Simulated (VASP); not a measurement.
# Ni (P-3m1) in VASP: single point with PBEsol

Aim: the single point of Ni with PBEsol.

Everything below comes from runs of VASP 6.6.1. Logs are shortened: lines on timing, memory, paths and dates and some standing lists are left out, and cuts for length are marked.

## 1. The cell of the first run

The structure is trigonal, space group P-3m1 (No. 164). Conventional cell: a = 2.447 Å, b = 2.447 Å, c = 14.023 Å, α = 90.00°, β = 90.00°, γ = 120.00°. Within 3.2 Å of Ni (site symmetry 3m) lie 12 Ni at 2.45 Å. Within 3.2 Å of Ni (site symmetry 3m) lie 12 Ni at 2.45 Å. Within 3.2 Å of Ni (site symmetry 3m) lie 12 Ni at 2.45 Å. Within 3.2 Å of Ni (site symmetry -3m) lie 12 Ni at 2.45 Å.

## 2. Single point, PBEsol, collinear spin, ferromagnetic start

INCAR reads:

```
  PREC = Accurate
  ENCUT = 520
  EDIFF = 1E-6
  ISMEAR = 0
  SIGMA = 0.1
  LREAL = F
  LASPH = T
  NELM = 150
  ALGO = Fast
  ISIF = 2
  LWAVE = F
  LCHARG = F
  ISPIN = 2
  MAGMOM = 0.72 0.72 0.72 0.72 0.72 0.72 0.72
  LORBIT = 11
  LMAXMIX = 4
  GGA = PS
  NBANDS = 48
  KPAR = 4
```

KPOINTS reads:

```
Automatic mesh
0
Gamma
  18 18 3
```

POSCAR reads:

```
Ni
1.0
    2.4468849556      0.0000000000      0.0000000000
   -1.2234424778      2.1190645317      0.0000000000
    0.0000000000      0.0000000000     14.0230248489
Ni
7
Direct
    0.0000000000      0.0000000000      0.0001530390
    0.3333333333      0.6666666667      0.1433213748
    0.6666666667      0.3333333333      0.2857948527
    0.0000000000      0.0000000000      0.4284908615
    0.3333333333      0.6666666667      0.5709643395
    0.6666666667      0.3333333333      0.7141326753
    0.3333333333      0.6666666667      0.8571428571
```

Potentials or basis: VASP PAW PBE potentials, release 64 (Ni).

Started as:

```sh
> cat potpaw_PBE.64/Ni/POTCAR > POTCAR
> mpirun -np 4 vasp_std > vasp.out
```

OUTCAR:

```text
PREC = Accurate
   ENCUT = 520
   EDIFF = 1E-6
   ISMEAR = 0
   LREAL = F
   LASPH = T
   NELM = 150
   ISIF = 2
   ISPIN = 2
   LORBIT = 11
   GGA = PS

 ion  position               nearest neighbor table
   1  0.000  0.000  0.000-   7 2.45   7 2.45   7 2.45   2 2.45   2 2.45   2 2.45
   2  0.333  0.667  0.143-   3 2.45   3 2.45   3 2.45   1 2.45   1 2.45   1 2.45
   3  0.667  0.333  0.286-   2 2.45   2 2.45   2 2.45   4 2.45   4 2.45   4 2.45
   4  0.000  0.000  0.428-   5 2.45   5 2.45   5 2.45   3 2.45   3 2.45   3 2.45
   5  0.333  0.667  0.571-   4 2.45   4 2.45   4 2.45   6 2.45   6 2.45   6 2.45
   6  0.667  0.333  0.714-   7 2.45   7 2.45   7 2.45   5 2.45   5 2.45   5 2.45
   7  0.333  0.667  0.857-   6 2.45   6 2.45   6 2.45   1 2.45   1 2.45   1 2.45

  LATTYP: Found a hexagonal cell.
 ALAT       =     2.4468849556
 C/A-ratio  =     5.7309702350

  Lattice vectors:

 A1 = (   2.4468849556,   0.0000000000,   0.0000000000)
 A2 = (  -1.2234424778,   2.1190645317,   0.0000000000)
 A3 = (   0.0000000000,   0.0000000000,  14.0230248489)

Analysis of symmetry for initial positions (statically):
=====================================================================
 Subroutine PRICEL returns:
 Original cell was already a primitive cell.

 Routine SETGRP: Setting up the symmetry group for a
 hexagonal supercell.

 Subroutine GETGRP returns: Found 12 space group operations
 (whereof  6 operations were pure point group operations)
 out of a pool of 24 trial point group operations.

The static configuration has the point symmetry C_3v.
 The point group associated with its full space group is D_3d.

Analysis of symmetry for dynamics (positions and initial velocities):
=====================================================================
 Subroutine PRICEL returns:
 Original cell was already a primitive cell.

 Routine SETGRP: Setting up the symmetry group for a
 hexagonal supercell.

 Subroutine GETGRP returns: Found 12 space group operations
 (whereof  6 operations were pure point group operations)
 out of a pool of 24 trial point group operations.

The dynamic configuration has the point symmetry C_3v.
 The point group associated with its full space group is D_3d.

Analysis of structural, dynamic, and magnetic symmetry:
=====================================================================
 Subroutine PRICEL returns:
 Original cell was already a primitive cell.

 Routine SETGRP: Setting up the symmetry group for a
 hexagonal supercell.

 Subroutine GETGRP returns: Found 12 space group operations
 (whereof  6 operations were pure point group operations)
 out of a pool of 24 trial point group operations.

The overall configuration has the point symmetry C_3v.
 The point group associated with its full space group is D_3d.

 Subroutine INISYM returns: Found 12 space group operations
 (whereof  6 operations are pure point group operations),
 and found     1 'primitive' translations

----------------------------------------------------------------------------------------

                                     Primitive cell

  volume of cell :      72.7109

  direct lattice vectors                    reciprocal lattice vectors
     2.446884956  0.000000000  0.000000000     0.408682884  0.235953173  0.000000000
    -1.223442478  2.119064532  0.000000000     0.000000000  0.471906346  0.000000000
     0.000000000  0.000000000 14.023024849     0.000000000  0.000000000  0.071311291

  length of vectors
     2.446884956  2.446884956 14.023024849     0.471906346  0.471906346  0.071311291

  position of ions in fractional coordinates (direct lattice)
     0.000000000  0.000000000  0.000153039
     0.333333333  0.666666667  0.143321375
     0.666666667  0.333333333  0.285794853
     0.000000000  0.000000000  0.428490862
     0.333333333  0.666666667  0.570964340
     0.666666667  0.333333333  0.714132675
     0.333333333  0.666666667  0.857142857

  ion indices of the primitive-cell ions
   primitive index   ion index
                 1           1
[... 57 lines left out ...]
  0.333333  0.111111  0.000000     12.000000
  0.388889  0.111111  0.000000     12.000000
 [... further k-points ...]
   k-points           NKPTS =    101   k-points in BZ     NKDIM =    101   number of bands    NBANDS=     48
   number of dos      NEDOS =    301   number of ions     NIONS =      7
   total plane-waves  NPLWV =  34992
   dimension x,y,z NGX =    18 NGY =   18 NGZ =  108
   dimension x,y,z NGXF=    36 NGYF=   36 NGZF=  216
   ions per type =               7
   NGX,Y,Z   is equivalent  to a cutoff of  12.23, 12.23, 12.80 a.u.
   NGXF,Y,Z  is equivalent  to a cutoff of  24.46, 24.46, 25.61 a.u.
 SYSTEM =  unknown system
   PREC   = accura    normal or accurate (medium, high low for compatibility)
   ISTART =      0    job   : 0-new  1-cont  2-samecut
   ICHARG =      2    charge: 1-file 2-atom 10-const
   ISPIN  =      2    spin polarized calculation?
   LNONCOLLINEAR =      F non collinear calculations
   LSORBIT =      F    spin-orbit coupling
   LASPH  =      T    aspherical Exc in radial PAW
   ENCUT  =  520.0 eV  38.22 Ry    6.18 a.u.   4.55  4.55 26.07*2*pi/ulx,y,z
   NELM   =    150;   NELMIN=  2; NELMDL= -5     # of ELM steps
   EDIFF  = 0.1E-05   stopping-criterion for ELM
   LREAL  =      F    real-space projection
   EDIFFG = 0.1E-04   stopping-criterion for IOM
   NSW    =      0    number of steps for IOM
   IBRION =     -1    ionic relax: 0-MD 1-quasi-New 2-CG
   NFREE  =      0    steps in history (QN), initial steepest desc. (CG)
   ISIF   =      2    stress and relaxation
   ISYM   =      2    0-nonsym 1-usesym 2-fastsym
   POTIM  = 0.5000    time-step for ionic-motion
   TEBEG  =    0.0;   TEEND  =   0.0 temperature during run
   PSTRESS=    0.0 pullay stress
   NELECT =      70.0000    total number of electrons
   NUPDOWN=      -1.0000    fix difference up-down
   EMIN   =  10.00;   EMAX   =-10.00  energy-range for DOS
   EFERMI =   0.00;   METHOD = LEGACY
   ISMEAR =     0;   SIGMA  =   0.10  broadening in eV -4-tet -1-fermi 0-gaus
   EFERMI_NEDOS =   21; number of points for ismear=-14 and -15
   IALGO  =     68    algorithm
   IMIX   =      4    mixing-type and parameters
     AMIX     =   0.40;   BMIX     =  1.00
     AMIX_MAG =   1.60;   BMIX_MAG =  1.00
  volume/ion in A,a.u.               =      10.39        70.10
  Fermi-wavevector in a.u.,A,eV,Ry     =   1.616495  3.054733 35.552786  2.613056
  Thomas-Fermi vector in A             =   2.711072
   LORBIT       =     11    0 simple, 1 ext, 2 COOP (PROOUT), +10 PAW based schemes
   GGA     = PS    functional components
   LHFCALC =     F    Hartree Fock is set to
   AEXX    =    0.0000 exact exchange contribution
   IVDW    =     0    specifies the selected vdW correction
   LEPSILON=     F    determine dielectric tensor
   LRPA    =     F    only Hartree local field effects (RPA)
 spin polarized calculation
 RMM-DIIS sequential band-by-band and
 Gauss-broadening in eV      SIGMA  =   0.10
  energy-cutoff  :      520.00
  volume of cell :       72.71
 maximum number of plane-waves:      1998
   NGX =  9   NGY =  9   NGZ = 53

 number of electron      69.9999946 magnetization       4.2777394

 Free energy of the ion-electron system (eV)
  ---------------------------------------------------
  ext. energy  EPLUGINS =         0.00000000
  ---------------------------------------------------
  free energy    TOTEN  =       -42.93365399 eV

  energy without entropy =      -42.87313418  energy(sigma->0) =      -42.90339409

 E-fermi :   9.8625     XC(G=0): -13.7121

 val. band max:        9.8617992535   @ k =   0.1667   0.1111   0.0000
 cond. band min:       9.8638257334   @ k =   0.1111   0.0000   0.0000
 fundamental gap:      0.0020264798
 Fermi energy:         9.8625358380

 spin component 1

 k-point     1 :       0.0000    0.0000    0.0000
  band No.  band energies     occupation
      1       0.4706      1.00000
      2       1.2757      1.00000
      3       1.2785      1.00000
      4       3.3197      1.00000
      5       3.3266      1.00000
      6       4.6534      1.00000
[... 1189 lines left out ...]
     46      18.4459      0.00000
     47      19.4698      0.00000

 [... further k-points ...]

 spin component 2

 k-point     1 :       0.0000    0.0000    0.0000
  band No.  band energies     occupation
      1       0.4610      1.00000
      2       1.2681      1.00000
      3       1.2716      1.00000
      4       3.3701      1.00000
      5       3.3747      1.00000
      6       5.0083      1.00000
[... 1189 lines left out ...]
     46      18.6943      0.00000
     47      19.7026      0.00000

 [... further k-points ...]

 [bands above 47 left out]

------------------------ aborting loop because EDIFF is reached ----------------------------------------

  FORCE on cell =-STRESS in cart. coord.  units (eV):
  Direction    XX          YY          ZZ          XY          YZ          ZX
  --------------------------------------------------------------------------------------
  -------------------------------------------------------------------------------------
  Total       -0.0271481     -0.0271481     -0.0226520      0.0000000      0.0000000      0.0000000
  in kB       -0.5982058     -0.5982058     -0.4991352      0.0000000      0.0000000      0.0000000
  external PRESSURE =      -0.5651823 kB  Pullay stress =       0.0000000 kB

 VOLUME and BASIS-vectors are now :
 -----------------------------------------------------------------------------
  energy-cutoff  :      520.00
  volume of cell :       72.71
      direct lattice vectors                 reciprocal lattice vectors
     2.446884956  0.000000000  0.000000000     0.408682884  0.235953173  0.000000000
    -1.223442478  2.119064532  0.000000000     0.000000000  0.471906346  0.000000000
     0.000000000  0.000000000 14.023024849     0.000000000  0.000000000  0.071311291

 POSITION                                       TOTAL-FORCE (eV/Angst)
 -----------------------------------------------------------------------------------
      0.00000      0.00000      0.00215         0.000000     -0.000000      0.000899
     -0.00000      1.41271      2.00980        -0.000000      0.000000     -0.002278
      1.22344      0.70635      4.00771         0.000000      0.000000      0.000420
      0.00000      0.00000      6.00874         0.000000     -0.000000     -0.000420
     -0.00000      1.41271      8.00665        -0.000000      0.000000      0.002278
      1.22344      0.70635     10.01430        -0.000000      0.000000     -0.000899
     -0.00000      1.41271     12.01974        -0.000000      0.000000     -0.000000
 -----------------------------------------------------------------------------------
    total drift:                                0.000000      0.000000      0.000006

  FREE ENERGIE OF THE ION-ELECTRON SYSTEM (eV)
  ---------------------------------------------------
  free  energy   TOTEN  =       -42.9336539924 eV

  energy  without entropy=      -42.8731341843  energy(sigma->0) =      -42.90339409

 total charge

# of ion       s       p       d       tot
------------------------------------------
    1        0.519   0.545   8.333   9.397
    2        0.521   0.545   8.336   9.401
    3        0.522   0.548   8.335   9.404
    4        0.522   0.548   8.335   9.404
    5        0.521   0.545   8.336   9.401
    6        0.519   0.545   8.333   9.397
    7        0.520   0.543   8.336   9.398
--------------------------------------------------
tot          3.642   3.818  58.343  65.803

 magnetization (x)

# of ion       s       p       d       tot
------------------------------------------
    1       -0.006  -0.024   0.653   0.622
    2       -0.006  -0.024   0.643   0.613
    3       -0.006  -0.024   0.650   0.620
    4       -0.006  -0.024   0.650   0.620
    5       -0.006  -0.024   0.643   0.613
    6       -0.006  -0.024   0.653   0.622
    7       -0.006  -0.025   0.639   0.608
--------------------------------------------------
tot         -0.043  -0.170   4.530   4.318
```

Wall time 7.9 min (4 MPI ranks of Oxide Virtual Turin-like, shared host); peak memory 0.52 GiB.

What came out:

```yaml
Free_energy: -42.9337 eV
Pressure: -0.1 GPa
Net_moment: 4.28 μB per cell
Site_moments: Ni +0.62, +0.61 (each value once) μB
Valence_electrons_inside_the_program's_atomic_spheres: Ni 9.40
```

Forces on the atoms (eV/Å):
```
Ni   0.000  0.000  0.001
Ni   0.000  0.000 -0.002
Ni   0.000  0.000  0.000
Ni   0.000  0.000  0.000
Ni   0.000  0.000  0.002
Ni   0.000  0.000 -0.001
Ni   0.000  0.000  0.000
```

Caveat: the PAW data sets were made with another functional, which shifts forces and pressure a little.
